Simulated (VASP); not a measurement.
# Ca3Ta (P6_3/mmc) in VASP: notebook

Runs on Ca3Ta. Level: PBE. Tasks: single point.

All numbers are computed with VASP 6.6.1; they aren't measurements. Logs are shortened: lines on timing, memory, paths and dates and some standing lists are left out, and cuts for length are marked.

### Step 1. The cell of the first run

The structure is hexagonal, space group P6_3/mmc (No. 194). The conventional cell has a = 7.198 Å, b = 7.198 Å, c = 5.520 Å, α = 90.00°, β = 90.00°, γ = 120.00°. Within 4.4 Å of Ca (site symmetry mm2) lie 8 Ca at 3.36 to 3.84 Å and 4 Ta at 3.37 to 3.60 Å. Within 4.4 Å of Ta (site symmetry -6m2) lie 12 Ca at 3.37 to 3.60 Å.

### Step 2. Single point, PBE

Input file INCAR:

```
ALGO = Fast
EDIFF = 1E-7
ENCUT = 520
GGA = PE
ISIF = 2
ISMEAR = 0
LASPH = T
LCHARG = F
LREAL = F
LWAVE = F
NBANDS = 51
NELM = 60
PREC = Accurate
SIGMA = 0.1
```

Input file KPOINTS:

```
k-points
0
Gamma
  3 3 4
```

Input file POSCAR:

```
Ca3Ta
1.0
    7.1978557180      0.0000000000      0.0000000000
   -3.5989278590      6.2335259046      0.0000000000
    0.0000000000      0.0000000000      5.5196919051
Ca Ta
6 2
Direct
    0.8221159068      0.6442318136      0.2500000000
    0.1778840932      0.8221159068      0.7500000000
    0.3557681864      0.1778840932      0.2500000000
    0.1778840932      0.3557681864      0.7500000000
    0.8221159068      0.1778840932      0.2500000000
    0.6442318136      0.8221159068      0.7500000000
    0.3333333333      0.6666666667      0.2500000000
    0.6666666667      0.3333333333      0.7500000000
```

Potentials or basis: VASP PAW PBE potentials, release 64 (Ca_sv, Ta_pv).

Started as:

```bash
$ cat potpaw_PBE.64/Ca_sv/POTCAR potpaw_PBE.64/Ta_pv/POTCAR > POTCAR
$ mpirun -np 1 vasp_std > vasp.out
```

OUTCAR:

```text
EDIFF = 1E-7
   ENCUT = 520
   GGA = PE
   ISIF = 2
   ISMEAR = 0
   LASPH = T
   LREAL = F
   NELM = 60
   PREC = Accurate

 ion  position               nearest neighbor table
   1  0.822  0.644  0.250-   8 3.37   8 3.37
   2  0.178  0.822  0.750-   7 3.37   7 3.37
   3  0.356  0.178  0.250-   8 3.37   8 3.37
   4  0.178  0.356  0.750-   7 3.37   7 3.37
   5  0.822  0.178  0.250-   8 3.37   8 3.37
   6  0.644  0.822  0.750-   7 3.37   7 3.37
   7  0.333  0.667  0.250-   2 3.37   2 3.37   6 3.37   6 3.37   4 3.37   4 3.37
   8  0.667  0.333  0.750-   5 3.37   5 3.37   3 3.37   3 3.37   1 3.37   1 3.37

  LATTYP: Found a hexagonal cell.
 ALAT       =     7.1978557180
 C/A-ratio  =     0.7668522573

  Lattice vectors:

 A1 = (   7.1978557180,   0.0000000000,   0.0000000000)
 A2 = (  -3.5989278590,   6.2335259046,   0.0000000000)
 A3 = (   0.0000000000,   0.0000000000,   5.5196919051)

Analysis of symmetry for initial positions (statically):
=====================================================================
 Subroutine PRICEL returns:
 Original cell was already a primitive cell.

 Routine SETGRP: Setting up the symmetry group for a
 hexagonal supercell.

 Subroutine GETGRP returns: Found 24 space group operations
 (whereof 12 operations were pure point group operations)
 out of a pool of 24 trial point group operations.

The static configuration has the point symmetry D_3d.
 The point group associated with its full space group is D_6h.

Analysis of symmetry for dynamics (positions and initial velocities):
=====================================================================
 Subroutine PRICEL returns:
 Original cell was already a primitive cell.

 Routine SETGRP: Setting up the symmetry group for a
 hexagonal supercell.

 Subroutine GETGRP returns: Found 24 space group operations
 (whereof 12 operations were pure point group operations)
 out of a pool of 24 trial point group operations.

The dynamic configuration has the point symmetry D_3d.
 The point group associated with its full space group is D_6h.

 Subroutine INISYM returns: Found 24 space group operations
 (whereof 12 operations are pure point group operations),
 and found     1 'primitive' translations

----------------------------------------------------------------------------------------

                                     Primitive cell

  volume of cell :     247.6576

  direct lattice vectors                    reciprocal lattice vectors
     7.197855718  0.000000000  0.000000000     0.138930265  0.080211426  0.000000000
    -3.598927859  6.233525905  0.000000000     0.000000000  0.160422851  0.000000000
     0.000000000  0.000000000  5.519691905     0.000000000  0.000000000  0.181169532

  length of vectors
     7.197855718  7.197855718  5.519691905     0.160422851  0.160422851  0.181169532

  position of ions in fractional coordinates (direct lattice)
     0.822115907  0.644231814  0.250000000
     0.177884093  0.822115907  0.750000000
     0.355768186  0.177884093  0.250000000
     0.177884093  0.355768186  0.750000000
     0.822115907  0.177884093  0.250000000
     0.644231814  0.822115907  0.750000000
     0.333333333  0.666666667  0.250000000
     0.666666667  0.333333333  0.750000000

  ion indices of the primitive-cell ions
   primitive index   ion index
                 1           1
                 2           2
                 3           3
                 4           4
                 5           5
                 6           6
                 7           7
                 8           8

----------------------------------------------------------------------------------------

 KPOINTS: k-points

Automatic generation of k-mesh.
 Grid dimensions read from file:
 generate k-points for:    3    3    4

 Generating k-lattice:

  Cartesian coordinates                     Fractional coordinates (reciprocal lattice)
     0.046310088  0.026737142  0.000000000     0.333333333 -0.000000000  0.000000000
     0.000000000  0.053474284  0.000000000     0.000000000  0.333333333  0.000000000
     0.000000000  0.000000000  0.045292383     0.000000000  0.000000000  0.250000000

  Length of vectors
     0.053474284  0.053474284  0.045292383

  Shift w.r.t. Gamma in fractional coordinates (k-lattice)
     0.000000000  0.000000000  0.000000000

 Subroutine IBZKPT returns following result:
 ===========================================

 Found      9 irreducible k-points:

 Following reciprocal coordinates:
            Coordinates               Weight
  0.000000  0.000000  0.000000      1.000000
  0.333333 -0.000000  0.000000      6.000000
  0.333333  0.333333  0.000000      2.000000
  0.000000  0.000000  0.250000      2.000000
  0.333333 -0.000000  0.250000     12.000000
  0.333333  0.333333  0.250000      4.000000
  0.000000  0.000000  0.500000      1.000000
  0.333333 -0.000000  0.500000      6.000000
  0.333333  0.333333  0.500000      2.000000
   k-points           NKPTS =      9   k-points in BZ     NKDIM =      9   number of bands    NBANDS=     51
   number of dos      NEDOS =    301   number of ions     NIONS =      8
   total plane-waves  NPLWV = 122472
   dimension x,y,z NGX =    54 NGY =   54 NGZ =   42
   dimension x,y,z NGXF=   108 NGYF=  108 NGZF=   84
   ions per type =               6   2
   NGX,Y,Z   is equivalent  to a cutoff of  12.47, 12.47, 12.65 a.u.
   NGXF,Y,Z  is equivalent  to a cutoff of  24.94, 24.94, 25.30 a.u.
 SYSTEM =  unknown system
   PREC   = accura    normal or accurate (medium, high low for compatibility)
   ISTART =      0    job   : 0-new  1-cont  2-samecut
   ICHARG =      2    charge: 1-file 2-atom 10-const
   ISPIN  =      1    spin polarized calculation?
   LNONCOLLINEAR =      F non collinear calculations
   LSORBIT =      F    spin-orbit coupling
   LASPH  =      T    aspherical Exc in radial PAW
   ENCUT  =  520.0 eV  38.22 Ry    6.18 a.u.  13.38 13.38 10.26*2*pi/ulx,y,z
   NELM   =     60;   NELMIN=  2; NELMDL= -5     # of ELM steps
   EDIFF  = 0.1E-06   stopping-criterion for ELM
   LREAL  =      F    real-space projection
   EDIFFG = 0.1E-05   stopping-criterion for IOM
   NSW    =      0    number of steps for IOM
   IBRION =     -1    ionic relax: 0-MD 1-quasi-New 2-CG
   NFREE  =      0    steps in history (QN), initial steepest desc. (CG)
   ISIF   =      2    stress and relaxation
   ISYM   =      2    0-nonsym 1-usesym 2-fastsym
   POTIM  = 0.5000    time-step for ionic-motion
   TEBEG  =    0.0;   TEEND  =   0.0 temperature during run
   PSTRESS=    0.0 pullay stress
   NELECT =      82.0000    total number of electrons
   NUPDOWN=      -1.0000    fix difference up-down
   EMIN   =  10.00;   EMAX   =-10.00  energy-range for DOS
   EFERMI =   0.00;   METHOD = LEGACY
   ISMEAR =     0;   SIGMA  =   0.10  broadening in eV -4-tet -1-fermi 0-gaus
   EFERMI_NEDOS =   21; number of points for ismear=-14 and -15
   IALGO  =     68    algorithm
   IMIX   =      4    mixing-type and parameters
     AMIX     =   0.40;   BMIX     =  1.00
     AMIX_MAG =   1.60;   BMIX_MAG =  1.00
  volume/ion in A,a.u.               =      30.96       208.91
  Fermi-wavevector in a.u.,A,eV,Ry     =   1.132563  2.140233 17.452165  1.282698
  Thomas-Fermi vector in A             =   2.269264
   LORBIT       =      0    0 simple, 1 ext, 2 COOP (PROOUT), +10 PAW based schemes
   GGA     = PE    functional components
   LHFCALC =     F    Hartree Fock is set to
   AEXX    =    0.0000 exact exchange contribution
   IVDW    =     0    specifies the selected vdW correction
   LEPSILON=     F    determine dielectric tensor
   LRPA    =     F    only Hartree local field effects (RPA)
 non-spin polarized calculation
 RMM-DIIS sequential band-by-band and
 Gauss-broadening in eV      SIGMA  =   0.10
  energy-cutoff  :      520.00
  volume of cell :      247.66
 maximum number of plane-waves:      6711
 NGX is ok and might be reduce to    54
   NGX = 27   NGY = 27   NGZ = 21

 number of electron      82.0000000 magnetization

 Free energy of the ion-electron system (eV)
  ---------------------------------------------------
  ext. energy  EPLUGINS =         0.00000000
  ---------------------------------------------------
  free energy    TOTEN  =       -29.03069780 eV

  energy without entropy =      -28.92304093  energy(sigma->0) =      -28.97686936

 E-fermi :   2.8094     XC(G=0):  -9.0380

 val. band max:        2.7765234583   @ k =   0.3333  -0.0000   0.2500
 cond. band min:       2.8141306861   @ k =   0.3333  -0.0000   0.5000
 fundamental gap:      0.0376072278
 Fermi energy:         2.8094111477

 k-point     1 :       0.0000    0.0000    0.0000
  band No.  band energies     occupation
      1     -38.0869      2.00000
      2     -38.0521      2.00000
      3     -38.0491      2.00000
      4     -38.0491      2.00000
      5     -38.0324      2.00000
      6     -38.0324      2.00000
[... 43 lines left out ...]
     50       5.3591      0.00000
     51       5.6531      0.00000

 k-point     2 :       0.3333   -0.0000    0.0000
  band No.  band energies     occupation
      1     -38.0791      2.00000
      2     -38.0615      2.00000
      3     -38.0499      2.00000
      4     -38.0494      2.00000
      5     -38.0322      2.00000
      6     -38.0301      2.00000
[... 43 lines left out ...]
     50       5.1061      0.00000
     51       5.2350      0.00000

 k-point     3 :       0.3333    0.3333    0.0000
  band No.  band energies     occupation
      1     -38.0677      2.00000
      2     -38.0677      2.00000
      3     -38.0627      2.00000
      4     -38.0380      2.00000
      5     -38.0380      2.00000
      6     -38.0283      2.00000
[... 43 lines left out ...]
     50       4.7262      0.00000
     51       4.9002      0.00000
[... 217 lines left out ...]
 k-point     8 :       0.3333   -0.0000    0.5000
  band No.  band energies     occupation
      1     -38.0668      2.00000
      2     -38.0668      2.00000
      3     -38.0437      2.00000
      4     -38.0437      2.00000
      5     -38.0407      2.00000
      6     -38.0407      2.00000
[... 43 lines left out ...]
     50       3.9349      0.00000
     51       5.0927      0.00000

 k-point     9 :       0.3333    0.3333    0.5000
  band No.  band energies     occupation
      1     -38.0650      2.00000
      2     -38.0650      2.00000
      3     -38.0455      2.00000
      4     -38.0455      2.00000
      5     -38.0407      2.00000
      6     -38.0407      2.00000
[... 43 lines left out ...]
     50       3.9078      0.00000
     51       4.7820      0.00000

------------------------ aborting loop because EDIFF is reached ----------------------------------------

  FORCE on cell =-STRESS in cart. coord.  units (eV):
  Direction    XX          YY          ZZ          XY          YZ          ZX
  --------------------------------------------------------------------------------------
  -------------------------------------------------------------------------------------
  Total        0.1340043      0.1340043     -0.1501397      0.0000000     -0.0000000      0.0000000
  in kB        0.8669170      0.8669170     -0.9713023      0.0000000     -0.0000000      0.0000000
  external PRESSURE =       0.2541772 kB  Pullay stress =       0.0000000 kB

 VOLUME and BASIS-vectors are now :
 -----------------------------------------------------------------------------
  energy-cutoff  :      520.00
  volume of cell :      247.66
      direct lattice vectors                 reciprocal lattice vectors
     7.197855718  0.000000000  0.000000000     0.138930265  0.080211426  0.000000000
    -3.598927859  6.233525905  0.000000000     0.000000000  0.160422851  0.000000000
     0.000000000  0.000000000  5.519691905     0.000000000  0.000000000  0.181169532

 POSITION                                       TOTAL-FORCE (eV/Angst)
 -----------------------------------------------------------------------------------
      3.59893      4.01584      1.37992        -0.000000     -0.002961     -0.000000
     -1.67835      5.12468      4.13977         0.002564     -0.001480     -0.000000
      1.92058      1.10885      1.37992         0.002564      0.001480      0.000000
      0.00000      2.21769      4.13977         0.000000      0.002961      0.000000
      5.27728      1.10885      1.37992        -0.002564      0.001480      0.000000
      1.67835      5.12468      4.13977        -0.002564     -0.001480     -0.000000
     -0.00000      4.15568      1.37992        -0.000000      0.000000      0.000000
      3.59893      2.07784      4.13977        -0.000000     -0.000000      0.000000
 -----------------------------------------------------------------------------------
    total drift:                               -0.000000      0.000000      0.000000

  FREE ENERGIE OF THE ION-ELECTRON SYSTEM (eV)
  ---------------------------------------------------
  free  energy   TOTEN  =       -29.0306977954 eV

  energy  without entropy=      -28.9230409265  energy(sigma->0) =      -28.97686936
```

Wall time 3.2 min (1 thread of AMD EPYC 9R45 (Zen 5), shared host); peak memory 0.36 GiB.

Results:

| Property | Result |
| --- | --- |
| Free energy | -29.0307 eV |
| Pressure | 0.0 GPa |
| Band gap on the k mesh | zero (bands 41 and 42 overlap by 0.33 eV) |

Forces in eV/Å, atoms in the order of the input:
```
Ca   0.000 -0.003  0.000
Ca   0.003 -0.001  0.000
Ca   0.003  0.001  0.000
Ca   0.000  0.003  0.000
Ca  -0.003  0.001  0.000
Ca  -0.003 -0.001  0.000
Ta   0.000  0.000  0.000
Ta   0.000  0.000  0.000
```

Levels at points of the mesh, in eV from the Fermi level:
| k point | band 39 | band 40 | band 41 | band 42 | band 43 | band 44 |
| --- | --- | --- | --- | --- | --- | --- |
| (0.00, 0.00, 0.00) | -0.63 | -0.63 | -0.48 | 0.04 | 0.04 | 0.35 |
| (0.00, 0.00, 0.50) | 0.11 | 0.11 | 0.11 | 0.11 | 0.19 | 0.19 |

Caveat: spin-orbit coupling is left out, which moves the levels of the heavy elements.

### Step 3. Single point, PBE

This run uses another cell than the first one, of 25.69 Å³/atom.

Input file INCAR:

```
PREC = Accurate ; ENCUT = 520
EDIFF = 1E-6 ; ISMEAR = 0
SIGMA = 0.1 ; LREAL = F
LASPH = T ; NELM = 60
ALGO = Fast ; ISIF = 2
LWAVE = F ; LCHARG = F
GGA = PE ; NBANDS = 51
```

Input file KPOINTS:

```
Automatic mesh
0
Gamma
  3 3 4
```

Input file POSCAR:

```
Ca3Ta
1.0
    6.6622328233      0.0000000000      0.0000000000
   -3.3311164116      5.7696628709      0.0000000000
    0.0000000000      0.0000000000      5.3474697720
Ca Ta
6 2
Direct
    0.8330000000      0.6660000000      0.2500000000
    0.1670000000      0.8330000000      0.7500000000
    0.3340000000      0.1670000000      0.2500000000
    0.1670000000      0.3340000000      0.7500000000
    0.8330000000      0.1670000000      0.2500000000
    0.6660000000      0.8330000000      0.7500000000
    0.3333333333      0.6666666667      0.2500000000
    0.6666666667      0.3333333333      0.7500000000
```

Potentials or basis: VASP PAW PBE potentials, release 64 (Ca_sv, Ta_pv).

Started as:

```bash
$ cat potpaw_PBE.64/Ca_sv/POTCAR potpaw_PBE.64/Ta_pv/POTCAR > POTCAR
$ mpirun -np 1 vasp_std > vasp.out
```

Wall time 2.1 min (1 thread of AMD EPYC 9R45 (Zen 5), shared host); peak memory 0.31 GiB.

The run converged. Its results:

```
Free energy            : -27.7499 eV
Pressure               : 7.8 GPa
Largest force          : 0.918 eV/Å
Band gap on the k mesh : zero (bands 41 and 42 overlap by 0.42 eV)
```

Forces in eV/Å, atoms in the order of the input:
```
Ca   0.000 -0.918  0.000
Ca   0.795 -0.459  0.000
Ca   0.795  0.459  0.000
Ca   0.000  0.918  0.000
Ca  -0.795  0.459  0.000
Ca  -0.795 -0.459  0.000
Ta   0.000  0.000  0.000
Ta   0.000  0.000  0.000
```

Stress tensor (GPa, compression positive):
```
8.11 0.00 0.00
0.00 8.11 0.00
0.00 0.00 7.28
```

Levels at points of the mesh, in eV from the Fermi level:
```tsv
k point	band 40	band 41	band 42	band 43	band 44	band 45
(0.00, 0.00, 0.00)	-0.92	-0.30	-0.09	0.30	0.30	0.65
(0.00, 0.00, 0.50)	0.02	0.02	0.02	0.13	0.13	1.30
```

Caveat: the k points lie up to 0.36 Å⁻¹ apart; spin-orbit coupling is left out, which moves the levels of the heavy elements.

The gap in the log of VASP goes by the Fermi energy; the results here count the filled bands.